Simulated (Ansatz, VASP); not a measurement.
Tc: VASP beside Ansatz

```
Tc
1.0
     2.77606    0.00000    0.00000
    -1.38803    2.40414    0.00000
     0.00000    0.00000    4.45588
Tc
2
Direct
  0.66667 0.33333 0.75000
  0.33333 0.66667 0.25000
```

Alike in both runs: task single point; functional LDA; k mesh 11 × 11 × 6; occupations fermi-dirac, width 0.05 eV; no spin polarisation.

```csv
,VASP,Ansatz
version,VASP 6.6.1,Ansatz 0.2.0
potentials or method,"VASP PAW LDA potentials, release 64 (Tc_pv)",Ansatz PAW earlier set
plane-wave cutoff (eV),520,500
valence electrons in the cell,26,30
```

```csv
,VASP,Ansatz,Ansatz less VASP
gap on the k mesh at the Fermi level (eV),none,none,-
pressure (GPa),-22.2,-22.2,-0.04
"traceless stress, the component that is largest in VASP (GPa)",-0.47,-0.43,+0.036
```

LDA's correlation is that of Perdew and Zunger in VASP and of Perdew and Wang (1992) in Ansatz. A gap of «none» marks a metal or a gap that the smearing closes. VASP's potentials hold 26 valence electrons a cell and Ansatz's 30, so a difference there can come from the potentials and not from the codes.
